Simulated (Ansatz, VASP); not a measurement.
One calculation of Cs2AgBiF6, two programs

```
Cs Ag Bi F
1.0
     0.00000    4.67407    4.67407
     4.67407    0.00000    4.67407
     4.67407    4.67407    0.00000
Cs Ag Bi F
2 1 1 6
Direct
  0.75000 0.75000 0.75000
  0.25000 0.25000 0.25000
  0.50000 0.50000 0.50000
  0.00000 0.00000 0.00000
  0.75873 0.24127 0.24127
  0.24127 0.24127 0.75873
  0.24127 0.75873 0.75873
  0.24127 0.75873 0.24127
  0.75873 0.24127 0.75873
  0.75873 0.75873 0.24127
```

Alike in both runs: task single point; functional PBE; k mesh 3 × 3 × 3; no spin polarisation.

```csv
,VASP,Ansatz
version,VASP 6.6.1,Ansatz 0.2.0
potentials or method,"VASP PAW PBE potentials, release 64 (Cs_sv, Ag, Bi_d, F), cutoff 520 eV","plane waves, PAW"
occupations,"gaussian, width 0.01 eV",fixed
valence electrons in the cell,86,94
```

|  | VASP | Ansatz | Ansatz less VASP |
| --- | --- | --- | --- |
| gap on the k mesh at the Fermi level (eV) | 3.04 | 3.06 | +0.020 |
| pressure (GPa) | 2.5 | 2.6 | +0.09 |
| rms of the force components (eV/Å) | 0.054 | 0.039 | -0.0151 |

Atom by atom the forces differ by 0.015 eV/Å (rms over components). VASP's potentials hold 86 valence electrons a cell and Ansatz's 94, so a difference there can come from the potentials and not from the codes.

Neither program's run includes spin-orbit coupling.
